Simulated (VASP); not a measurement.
**WC4: single point with PBE**

Crystal: WC4.

```
W C
1.0
     3.46211    0.00000    0.00000
    -1.73106    2.99828    0.00000
     0.00000    0.00000    5.57067
W C
1 4
Direct
  0.00000 0.00000 0.00000
  0.33333 0.66667 0.00000
  0.00000 0.00000 0.62062
  0.00000 0.00000 0.37938
  0.66667 0.33333 0.50000
```

```
Program                : VASP 6.6.1
Task                   : single point
Functional             : PBE
Potentials or basis    : VASP PAW PBE potentials, release 64 (W_sv, C)
Cutoff                 : 600 eV
k mesh                 : 5 × 5 × 3
Occupations            : gaussian, width 0.2 eV
Spin                   : no spin polarisation
Dipole correction      : no
Further INCAR settings : ALGO = Normal; EDIFF = 1e-06; NBANDS = 23
```

```yaml
Pressure: 0.4 GPa
Largest_force: 0.139 eV/Å
Band_gap_on_the_k_mesh: zero (band 15 reaches 5.88 eV, above the bottom of band 16 at 5.18 eV)
```

Forces on the atoms (eV/Å):
```
W    0.000  0.000  0.000
C    0.000  0.000  0.000
C    0.000  0.000  0.139
C    0.000  0.000 -0.139
C    0.000  0.000  0.000
```

Stress tensor (GPa, compression positive):
```
0.41 0.00 0.00
0.00 0.41 0.00
0.00 0.00 0.31
```

Levels at points of the mesh, in eV from the Fermi level:
```csv
k point,band 12,band 13,band 14,band 15,band 16,band 17,band 18,band 19
"(0.00, 0.00, 0.00)",-4.16,-4.16,-0.14,-0.14,0.19,1.88,2.03,2.03
```

Run time: 14 s on 1 thread of Intel(R) Xeon(R) Platinum 8559C (Emerald Rapids) (shared host), peak memory 0.19 GiB.

Caveat: the k points lie up to 0.42 Å⁻¹ apart; spin-orbit coupling is left out, which moves the levels of the heavy elements.
